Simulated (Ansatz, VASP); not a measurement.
## Co: VASP beside Ansatz

```
CELL_PARAMETERS angstrom
2.50710 0.00000 0.00000
-1.25355 2.17121 0.00000
0.00000 0.00000 4.06860
ATOMIC_POSITIONS crystal
Co 0.33333 0.66667 0.25000
Co 0.66667 0.33333 0.75000
```

Alike in both runs: task relaxation of cell and atoms; functional BLYP; k mesh 14 × 14 × 8; occupations fermi-dirac, width 0.05 eV; collinear spin.

```csv
,VASP,Ansatz
version,VASP 6.6.1,Ansatz 0.2.0
potentials or method,"VASP PAW PBE potentials, release 64 (Co), cutoff 600 eV","plane waves (420 eV) with PAW, scalar-relativistic"
valence electrons in the cell,18,34
```

VASP gave:

- net moment per atom (μB): 1.58
- size of the moment on the site where the two differ most (μB): 1.60
- relaxed volume (Å³/atom): 11.31
- relaxed cell length with the largest relative difference (Å): 2.529

Question: Which values does Ansatz return?

Answer: net moment per atom (μB): 1.60; size of the moment on the site where the two differ most (μB): 1.67; relaxed volume (Å³/atom): 11.34; relaxed cell length with the largest relative difference (Å): 2.533.

VASP's potentials were made for PBE, not for BLYP. Site moments also hang on the region over which each program counts them. VASP's potentials hold 18 valence electrons a cell and Ansatz's 34, so a difference there can come from the potentials and not from the codes.
